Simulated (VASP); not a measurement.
# WS2 (P6_3/mmc) in VASP: further runs

WS2 is run at these levels: PBEsol; tasks: single point, relaxation of cell and atoms.

Everything below comes from runs of VASP 6.6.1. Logs are shortened: lines on timing, memory, paths and dates and some standing lists are left out, and cuts for length are marked.

## (1) The cell of the first run

The structure is hexagonal, space group P6_3/mmc (No. 194). Conventional cell: a = 3.146 Å, b = 3.146 Å, c = 12.705 Å, α = 90.00°, β = 90.00°, γ = 120.00°. W (site symmetry -6m2) has 6 S at 2.40 Å and 6 W at 3.15 Å within 3.2 Å. S (site symmetry 3m) has 3 W at 2.40 Å and 7 S at 3.14 to 3.15 Å within 3.2 Å.

## (2) Single point, PBEsol

Contents of INCAR:

```
SYSTEM = WS2
PREC     = Accurate       ! precision mode
ENCUT    = 520            ! plane-wave cutoff, eV
EDIFF    = 1E-7           ! SCF threshold, eV
ISMEAR   = 0              ! smearing method
SIGMA    = 0.02           ! smearing width, eV
LREAL    = .False.        ! projectors in reciprocal space
LASPH    = .True.         ! aspherical terms in the spheres
NELM     = 60             ! most SCF steps
ALGO     = Normal         ! electronic algorithm
ISIF     = 2              ! what is computed and relaxed
LWAVE    = .False.        ! write WAVECAR
LCHARG   = .False.        ! write CHGCAR
GGA      = PS             ! functional
NBANDS   = 35             ! bands
```

Contents of KPOINTS:

```
regular mesh
0
Gamma
  12 12 2
  0 0 0
```

Contents of POSCAR:

```
WS2
1.0
    3.1460836995      0.0000000029      0.0000000000
   -1.5730418522      2.7245884048      0.0000000000
    0.0000000000      0.0000000000     12.7046058917
W S
2 4
Direct
    0.3333333333      0.6666666667      0.2500000000
    0.6666666667      0.3333333333      0.7500000000
    0.3333333333      0.6666666667      0.6266015032
    0.6666666667      0.3333333333      0.1266015032
    0.3333333333      0.6666666667      0.8733984968
    0.6666666667      0.3333333333      0.3733984968
```

Potentials or basis: VASP PAW PBE potentials, release 64 (W_sv, S).

Started as:

```bash
$ cat potpaw_PBE.64/W_sv/POTCAR potpaw_PBE.64/S/POTCAR > POTCAR
$ mpirun -np 1 vasp_std > vasp.out
```

OUTCAR:

```text
SYSTEM = WS2
   PREC = Accurate
   ENCUT = 520
   EDIFF = 1E-7
   ISMEAR = 0
   LREAL = .False.
   LASPH = .True.
   NELM = 60
   ISIF = 2
   GGA = PS

 ion  position               nearest neighbor table
   1  0.333  0.667  0.250-   4 2.40   6 2.40   4 2.40   6 2.40   4 2.40   6 2.40
   2  0.667  0.333  0.750-   3 2.40   5 2.40   3 2.40   5 2.40   3 2.40   5 2.40
   3  0.333  0.667  0.627-   2 2.40   2 2.40   2 2.40
   4  0.667  0.333  0.127-   1 2.40   1 2.40   1 2.40
   5  0.333  0.667  0.873-   2 2.40   2 2.40   2 2.40
   6  0.667  0.333  0.373-   1 2.40   1 2.40   1 2.40

  LATTYP: Found a hexagonal cell.
 ALAT       =     3.1460836995
 C/A-ratio  =     4.0382288283

  Lattice vectors:

 A1 = (   3.1460836995,   0.0000000029,   0.0000000000)
 A2 = (  -1.5730418522,   2.7245884048,   0.0000000000)
 A3 = (   0.0000000000,   0.0000000000,  12.7046058917)

Analysis of symmetry for initial positions (statically):
=====================================================================
 Subroutine PRICEL returns:
 Original cell was already a primitive cell.

 Routine SETGRP: Setting up the symmetry group for a
 hexagonal supercell.

 Subroutine GETGRP returns: Found 24 space group operations
 (whereof 12 operations were pure point group operations)
 out of a pool of 24 trial point group operations.

The static configuration has the point symmetry D_3d.
 The point group associated with its full space group is D_6h.

Analysis of symmetry for dynamics (positions and initial velocities):
=====================================================================
 Subroutine PRICEL returns:
 Original cell was already a primitive cell.

 Routine SETGRP: Setting up the symmetry group for a
 hexagonal supercell.

 Subroutine GETGRP returns: Found 24 space group operations
 (whereof 12 operations were pure point group operations)
 out of a pool of 24 trial point group operations.

The dynamic configuration has the point symmetry D_3d.
 The point group associated with its full space group is D_6h.

 Subroutine INISYM returns: Found 24 space group operations
 (whereof 12 operations are pure point group operations),
 and found     1 'primitive' translations

----------------------------------------------------------------------------------------

                                     Primitive cell

  volume of cell :     108.9011

  direct lattice vectors                    reciprocal lattice vectors
     3.146083700  0.000000003  0.000000000     0.317855497  0.183513957  0.000000000
    -1.573041852  2.724588405  0.000000000    -0.000000000  0.367027914  0.000000000
     0.000000000  0.000000000 12.704605892     0.000000000  0.000000000  0.078711611

  length of vectors
     3.146083700  3.146083700 12.704605892     0.367027914  0.367027914  0.078711611

  position of ions in fractional coordinates (direct lattice)
     0.333333333  0.666666667  0.250000000
     0.666666667  0.333333333  0.750000000
     0.333333333  0.666666667  0.626601503
     0.666666667  0.333333333  0.126601503
     0.333333333  0.666666667  0.873398497
     0.666666667  0.333333333  0.373398497

  ion indices of the primitive-cell ions
   primitive index   ion index
                 1           1
                 2           2
                 3           3
                 4           4
                 5           5
                 6           6

----------------------------------------------------------------------------------------

 KPOINTS: regular mesh

Automatic generation of k-mesh.
 Grid dimensions read from file:
 generate k-points for:   12   12    2

 Generating k-lattice:

  Cartesian coordinates                     Fractional coordinates (reciprocal lattice)
     0.026487958  0.015292830  0.000000000     0.083333333  0.000000000  0.000000000
    -0.000000000  0.030585660  0.000000000     0.000000000  0.083333333  0.000000000
     0.000000000  0.000000000  0.039355806     0.000000000  0.000000000  0.500000000

  Length of vectors
     0.030585660  0.030585660  0.039355806

  Shift w.r.t. Gamma in fractional coordinates (k-lattice)
     0.000000000  0.000000000  0.000000000

 Subroutine IBZKPT returns following result:
 ===========================================

 Found     38 irreducible k-points:

 Following reciprocal coordinates:
            Coordinates               Weight
  0.000000  0.000000  0.000000      1.000000
  0.083333  0.000000  0.000000      6.000000
  0.166667 -0.000000  0.000000      6.000000
  0.250000  0.000000  0.000000      6.000000
  0.333333 -0.000000  0.000000      6.000000
  0.416667 -0.000000  0.000000      6.000000
[... 16 lines left out ...]
  0.250000  0.000000  0.500000      6.000000
  0.333333 -0.000000  0.500000      6.000000
 [... further k-points ...]
   k-points           NKPTS =     38   k-points in BZ     NKDIM =     38   number of bands    NBANDS=     35
   number of dos      NEDOS =    301   number of ions     NIONS =      6
[... 53 lines left out ...]
   NGX = 11   NGY = 11   NGZ = 47

 number of electron      51.9999989 magnetization

 Free energy of the ion-electron system (eV)
  ---------------------------------------------------
  ext. energy  EPLUGINS =         0.00000000
  ---------------------------------------------------
  free energy    TOTEN  =       -50.55403625 eV

  energy without entropy =      -50.55403625  energy(sigma->0) =      -50.55403625

 E-fermi :   7.1387     XC(G=0): -10.9371

 val. band max:        6.9544494881   @ k =   0.0000   0.0000   0.0000
 cond. band min:       8.0731325409   @ k =   0.1667   0.1667   0.0000
 fundamental gap:      1.1186830528
 Fermi energy:         7.1386646801

 k-point     1 :       0.0000    0.0000    0.0000
  band No.  band energies     occupation
      1     -67.4634      2.00000
      2     -67.4634      2.00000
      3     -31.7413      2.00000
      4     -31.7413      2.00000
      5     -31.5472      2.00000
      6     -31.5472      2.00000
[... 27 lines left out ...]
     34       9.6580      0.00000
     35      11.8127      0.00000

 k-point     2 :       0.0833    0.0000    0.0000
  band No.  band energies     occupation
      1     -67.4620      2.00000
      2     -67.4620      2.00000
      3     -31.7366      2.00000
      4     -31.7366      2.00000
      5     -31.5733      2.00000
      6     -31.5733      2.00000
[... 27 lines left out ...]
     34       9.6663      0.00000
     35      12.3663      0.00000

 k-point     3 :       0.1667   -0.0000    0.0000
  band No.  band energies     occupation
      1     -67.4583      2.00000
      2     -67.4583      2.00000
      3     -31.7237      2.00000
      4     -31.7237      2.00000
      5     -31.6441      2.00000
      6     -31.6441      2.00000
[... 27 lines left out ...]
     34      10.2035      0.00000
     35      13.4211      0.00000

 k-point     4 :       0.2500    0.0000    0.0000
  band No.  band energies     occupation
      1     -67.4534      2.00000
      2     -67.4533      2.00000
      3     -31.7395      2.00000
      4     -31.7395      2.00000
      5     -31.7060      2.00000
      6     -31.7060      2.00000
[... 27 lines left out ...]
     34      10.7632      0.00000
     35      13.7590      0.00000

 k-point     5 :       0.3333   -0.0000    0.0000
  band No.  band energies     occupation
      1     -67.4484      2.00000
      2     -67.4483      2.00000
      3     -31.8333      2.00000
      4     -31.8333      2.00000
      5     -31.6882      2.00000
      6     -31.6882      2.00000
[... 638 lines left out ...]
 k-point    22 :       0.1667   -0.0000    0.5000
  band No.  band energies     occupation
      1     -67.4583      2.00000
      2     -67.4583      2.00000
      3     -31.7237      2.00000
      4     -31.7237      2.00000
      5     -31.6441      2.00000
      6     -31.6441      2.00000
[... 27 lines left out ...]
     34      10.1608      0.00000
     35      13.5904      0.00000

 k-point    23 :       0.2500    0.0000    0.5000
  band No.  band energies     occupation
      1     -67.4533      2.00000
      2     -67.4533      2.00000
      3     -31.7395      2.00000
      4     -31.7395      2.00000
      5     -31.7060      2.00000
      6     -31.7060      2.00000
[... 27 lines left out ...]
     34      10.6776      0.00000
     35      13.7320      0.00000

 k-point    24 :       0.3333   -0.0000    0.5000
  band No.  band energies     occupation
      1     -67.4484      2.00000
      2     -67.4484      2.00000
      3     -31.8333      2.00000
      4     -31.8333      2.00000
      5     -31.6882      2.00000
      6     -31.6882      2.00000
[... 27 lines left out ...]
     34      11.0399      0.00000
     35      13.0342      0.00000

 [... further k-points ...]

------------------------ aborting loop because EDIFF is reached ----------------------------------------

  FORCE on cell =-STRESS in cart. coord.  units (eV):
  Direction    XX          YY          ZZ          XY          YZ          ZX
  --------------------------------------------------------------------------------------
  -------------------------------------------------------------------------------------
  Total        0.0690059      0.0690059      0.0725536      0.0000000      0.0000000      0.0000000
  in kB        1.0152303      1.0152303      1.0674242      0.0000000      0.0000000      0.0000000
  external PRESSURE =       1.0326282 kB  Pullay stress =       0.0000000 kB

 VOLUME and BASIS-vectors are now :
 -----------------------------------------------------------------------------
  energy-cutoff  :      520.00
  volume of cell :      108.90
      direct lattice vectors                 reciprocal lattice vectors
     3.146083700  0.000000003  0.000000000     0.317855497  0.183513957  0.000000000
    -1.573041852  2.724588405  0.000000000    -0.000000000  0.367027914  0.000000000
     0.000000000  0.000000000 12.704605892     0.000000000  0.000000000  0.078711611

 POSITION                                       TOTAL-FORCE (eV/Angst)
 -----------------------------------------------------------------------------------
     -0.00000      1.81639      3.17615        -0.000000     -0.000000      0.000000
      1.57304      0.90820      9.52845         0.000000      0.000000      0.000000
     -0.00000      1.81639      7.96073         0.000000     -0.000000     -0.018923
      1.57304      0.90820      1.60842         0.000000      0.000000     -0.018923
     -0.00000      1.81639     11.09618        -0.000000     -0.000000      0.018923
      1.57304      0.90820      4.74388         0.000000      0.000000      0.018923
 -----------------------------------------------------------------------------------
    total drift:                               -0.000000      0.000000     -0.000000

  FREE ENERGIE OF THE ION-ELECTRON SYSTEM (eV)
  ---------------------------------------------------
  free  energy   TOTEN  =       -50.5540362511 eV

  energy  without entropy=      -50.5540362511  energy(sigma->0) =      -50.55403625
```

Wall time 70 s (1 thread of AMD EPYC 9R45 (Zen 5), shared host); peak memory 0.25 GiB.

Results:

| Quantity | Value |
| --- | --- |
| Free energy | -50.5540 eV |
| Pressure | 0.1 GPa |
| Largest force | 0.019 eV/Å |
| Band gap on the k mesh | 1.12 eV (least direct gap 1.87 eV) |

Forces in eV/Å, atoms in the order of the input:
```
W    0.000  0.000  0.000
W    0.000  0.000  0.000
S    0.000  0.000 -0.019
S    0.000  0.000 -0.019
S    0.000  0.000  0.019
S    0.000  0.000  0.019
```

Levels at points of the mesh, in eV from the valence-band top:
| k point | band 23 | band 24 | band 25 | band 26 | band 27 | band 28 | band 29 | band 30 |
| --- | --- | --- | --- | --- | --- | --- | --- | --- |
| (0.00, 0.00, 0.00) | -2.07 | -1.65 | -1.12 | 0.00 | 2.47 | 2.47 | 2.47 | 2.47 |
| (0.50, 0.00, 0.00) | -1.77 | -1.64 | -1.57 | -1.44 | 2.48 | 2.51 | 2.76 | 3.03 |
| (0.00, 0.00, 0.50) | -2.08 | -2.08 | -0.33 | -0.33 | 2.47 | 2.47 | 2.47 | 2.47 |
| (0.50, 0.00, 0.50) | -1.71 | -1.71 | -1.50 | -1.50 | 2.49 | 2.49 | 2.91 | 2.91 |

Caveat: the PAW data sets were made with another functional, which shifts forces and pressure a little; spin-orbit coupling is left out, which moves the levels of the heavy elements; this functional lacks dispersion, which binds layers or chains, so the pressure and a relaxed spacing across them are unreliable. A k mesh can miss the band edges.

## (3) Single point, PBEsol

Contents of INCAR:

```
SYSTEM = WS2
PREC = Accurate ; ENCUT = 520
EDIFF = 1E-6 ; ISMEAR = 0
SIGMA = 0.01 ; LREAL = .False.
LASPH = .True. ; NELM = 80
ALGO = Normal ; ISIF = 2
LWAVE = .False. ; LCHARG = .True.
GGA = PS ; LELF = .True.
LVHAR = .True. ; NBANDS = 35
```

KPOINTS is that of step 2.

POSCAR is that of step 2.

Potentials or basis: VASP PAW PBE potentials, release 64 (W_sv, S).

Started as:

```bash
$ cat potpaw_PBE.64/W_sv/POTCAR potpaw_PBE.64/S/POTCAR > POTCAR
$ mpirun -np 1 vasp_std > vasp.out
```

Run time: 62 s. Hardware: 1 thread of AMD EPYC 9R45 (Zen 5), shared host; peak memory 0.25 GiB.

It converged, with:

| Quantity | Value |
| --- | --- |
| Free energy | -50.5540 eV |
| Pressure | 0.1 GPa |
| Largest force | 0.018 eV/Å |
| Band gap on the k mesh | 1.12 eV (least direct gap 1.87 eV) |

Forces on the atoms (eV/Å):
```
W    0.000  0.000  0.000
W    0.000  0.000  0.000
S    0.000  0.000 -0.018
S    0.000  0.000 -0.018
S    0.000  0.000  0.018
S    0.000  0.000  0.018
```

Levels at points of the mesh, in eV from the valence-band top:
```
           k point  band 24  band 25  band 26  band 27  band 28  band 29
(0.00, 0.00, 0.00)    -1.65    -1.12     0.00     2.47     2.47     2.47
(0.50, 0.00, 0.00)    -1.64    -1.57    -1.44     2.48     2.51     2.76
(0.00, 0.00, 0.50)    -2.08    -0.33    -0.33     2.47     2.47     2.47
(0.50, 0.00, 0.50)    -1.71    -1.50    -1.50     2.49     2.49     2.91
```

Caveat: the PAW data sets were made with another functional, which shifts forces and pressure a little; spin-orbit coupling is left out, which moves the levels of the heavy elements; this functional lacks dispersion, which binds layers or chains, so the pressure and a relaxed spacing across them are unreliable. A k mesh can miss the band edges.

## (4) Relaxation of cell and atoms, PBEsol

This run uses another cell than the first one, of 18.99 Å³/atom.

Contents of INCAR:

```
ALGO = Normal
EDIFF = 1E-6
EDIFFG = -0.005
ENCUT = 600
GGA = PS
IBRION = 2
ISIF = 3
ISMEAR = 0
LASPH = True
LCHARG = False
LREAL = False
LWAVE = False
NELM = 100
NSW = 100
PREC = Accurate
SIGMA = 0.02
```

Contents of KPOINTS:

```
k-points
0
Gamma
  12 12 2
```

Contents of POSCAR:

```
WS2
1.0
    3.1842228900      0.0000000000      0.0000000000
   -1.5921114500      2.7576179200      0.0000000000
    0.0000000000      0.0000000000     12.9782823600
W S
2 4
Direct
    0.3333333300      0.6666666700      0.2500000000
    0.6666666700      0.3333333300      0.7500000000
    0.3333333300      0.6666666700      0.6298049400
    0.6666666700      0.3333333300      0.1298049400
    0.3333333300      0.6666666700      0.8701950600
    0.6666666700      0.3333333300      0.3701950600
```

Started as:

```bash
$ cat potpaw_PBE.64/W_sv/POTCAR potpaw_PBE.64/S/POTCAR > POTCAR
$ mpirun -np 1 vasp_std > vasp.out
```

It took 16 min on 1 thread of AMD EPYC 9R45 (Zen 5), shared host; peak memory 0.33 GiB.

The run converged. Its results:

- Free energy: -50.5565 eV
- Relaxed volume: 18.15 Å³/atom
- Relaxed cell: a = 3.147 Å, b = 3.147 Å, c = 12.698 Å, α = 90.00°, β = 90.00°, γ = 120.00°
- Space group after relaxing (to 0.1 Å): P6_3/mmc (No. 194)
- Energy gained by relaxing: 5.3 meV/atom
- Ionic steps: 23
- Pressure after relaxing: 0.0 GPa
- Band gap on the k mesh: 1.12 eV (least direct gap 1.87 eV)

Forces on the atoms (eV/Å):
```
W    0.000  0.000  0.000
W    0.000  0.000  0.000
S    0.000  0.000 -0.002
S    0.000  0.000 -0.002
S    0.000  0.000  0.002
S    0.000  0.000  0.002
```

The path:
| step | energy change (eV) | largest force (eV/Å) | pressure (GPa) | volume (Å³) |
| --- | --- | --- | --- | --- |
| 1 | 0.0000 | 0.0929 | -2.77 | 113.96 |
| 2 | 0.0334 | 0.7215 | 5.55 | 108.61 |
| 3 | -0.0223 | 0.2104 | 0.23 | 111.85 |
| 4 | -0.0276 | 0.0527 | -0.18 | 111.47 |
| 5 | -0.0285 | 0.0191 | -0.07 | 111.58 |
| 6 | -0.0286 | 0.0244 | -0.02 | 111.47 |
| 7 | -0.0289 | 0.0444 | 0.21 | 111.14 |
| 8 | -0.0288 | 0.0830 | 0.62 | 110.49 |
| 9 | -0.0289 | 0.0600 | 0.37 | 110.88 |
| 10 | -0.0290 | 0.0590 | 0.35 | 110.87 |
| 11 | -0.0290 | 0.0581 | 0.36 | 110.84 |
| 12 | -0.0291 | 0.0547 | 0.35 | 110.79 |
| 13 | -0.0294 | 0.0495 | 0.32 | 110.67 |
| 14 | -0.0298 | 0.0383 | 0.30 | 110.45 |
| 15 | -0.0304 | 0.0160 | 0.23 | 110.00 |
| 16 | -0.0309 | 0.0271 | 0.10 | 109.10 |
| 17 | -0.0313 | 0.0202 | 0.06 | 109.03 |
| 18 | -0.0315 | 0.0075 | -0.05 | 108.91 |
| 19 | -0.0315 | 0.0077 | -0.04 | 108.92 |
| 20 | -0.0315 | 0.0144 | 0.00 | 108.98 |
| 21 | -0.0315 | 0.0093 | -0.03 | 108.93 |
| 22 | -0.0315 | 0.0084 | -0.04 | 108.92 |
| 23 | -0.0315 | 0.0021 | 0.01 | 108.89 |

Final structure:
```
W S
1.0
     3.14678    0.00000    0.00000
    -1.57339    2.72519    0.00000
     0.00000    0.00000   12.69798
W S
2 4
Direct
  0.33333 0.66667 0.25000
  0.66667 0.33333 0.75000
  0.33333 0.66667 0.62650
  0.66667 0.33333 0.12650
  0.33333 0.66667 0.87350
  0.66667 0.33333 0.37350
```

Levels at points of the mesh, in eV from the valence-band top:
```tsv
k point	band 23	band 24	band 25	band 26	band 27	band 28	band 29	band 30
(0.00, 0.00, 0.00)	-2.07	-1.64	-1.12	0.00	2.46	2.46	2.47	2.47
(0.50, 0.00, 0.00)	-1.78	-1.64	-1.57	-1.44	2.47	2.51	2.75	3.03
(0.00, 0.00, 0.50)	-2.08	-2.08	-0.33	-0.33	2.46	2.46	2.46	2.46
(0.50, 0.00, 0.50)	-1.71	-1.71	-1.50	-1.50	2.49	2.49	2.91	2.91
```

Caveat: the PAW data sets were made with another functional, which shifts forces and pressure a little; spin-orbit coupling is left out, which moves the levels of the heavy elements; this functional lacks dispersion, which binds layers or chains, so the pressure and a relaxed spacing across them are unreliable. A k mesh can miss the band edges.

## (5) Overview

| task | cell | cutoff (eV) | smearing | gap on the mesh (eV) | pressure (GPa) | largest force (eV/Å) |
| --- | --- | --- | --- | --- | --- | --- |
| single point | a = 3.146, b = 3.146, c = 12.705 Å, angles 90.0, 90.0, 120.0°, 6 atoms, atomic positions A | 520 | gaussian 0.02 eV | 1.12 | 0.1 | 0.02 |
| single point | a = 3.146, b = 3.146, c = 12.705 Å, angles 90.0, 90.0, 120.0°, 6 atoms, atomic positions A | 520 | gaussian 0.01 eV | 1.12 | 0.1 | 0.02 |
| relaxation of cell and atoms | relaxed from a = 3.184, b = 3.184, c = 12.978 Å, angles 90.0, 90.0, 120.0°, 6 atoms, atomic positions B | 600 | gaussian 0.02 eV | 1.12 | 0.0 | - |

Alike in all rows: level PBEsol; potentials or basis VASP PAW PBE potentials, release 64 (W_sv, S); no spin polarisation; k mesh 12 × 12 × 2.

Caveats: the PAW data sets were made with another functional, which shifts forces and pressure a little; spin-orbit coupling is left out, which moves the levels of the heavy elements; this functional lacks dispersion, which binds layers or chains, so the pressure and a relaxed spacing across them are unreliable.

Total energies depend on the potentials used, so only differences within one code and one set of settings carry meaning.
